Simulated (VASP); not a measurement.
# Ge: single point with PBEsol

Crystal: Ge.

```
Ge
1.0
     3.99864    0.00000    0.00000
    -1.99932    3.46292    0.00000
     0.00000    0.00000    6.59206
Ge
4
Direct
  0.66667 0.33333 0.06278
  0.33333 0.66667 0.56278
  0.66667 0.33333 0.43722
  0.33333 0.66667 0.93722
```

```yaml
Program: VASP 6.6.1
Task: single point
Functional: PBEsol
Potentials_or_basis: VASP PAW PBE potentials, release 64 (Ge_d)
Cutoff: 520 eV
k_mesh: 12 × 12 × 6
Occupations: gaussian, width 0.01 eV
Spin: no spin polarisation
```

```json
{
 "Pressure": "-0.1 GPa",
 "Largest force": "0.003 eV/Å",
 "Band gap on the k mesh": "zero (band 28 reaches 4.80 eV, above the bottom of band 29 at 4.77 eV)"
}
```

Forces on the atoms (eV/Å):
```
Ge   0.000  0.000  0.003
Ge   0.000  0.000  0.003
Ge   0.000  0.000 -0.003
Ge   0.000  0.000 -0.003
```

Levels at points of the mesh, in eV from the Fermi level:
```
           k point  band 25  band 26  band 27  band 28  band 29  band 30  band 31  band 32
(0.00, 0.00, 0.00)    -1.45    -0.11    -0.11     0.01     0.16     0.16     2.28     2.28
(0.50, 0.00, 0.00)    -4.57    -3.04    -2.80    -1.41     0.49     1.65     3.54     3.72
(0.00, 0.00, 0.50)    -0.83    -0.83    -0.83    -0.83     0.67     0.67     3.38     3.38
(0.50, 0.00, 0.50)    -2.51    -2.51    -2.38    -2.38     0.51     0.51     2.09     2.09
```

It took 94 s on 1 thread of Intel(R) Xeon(R) 6975P-C (Granite Rapids), on a shared host, peak memory 0.3 GiB.

Caveat: the PAW data sets were made with another functional, which shifts forces and pressure a little.
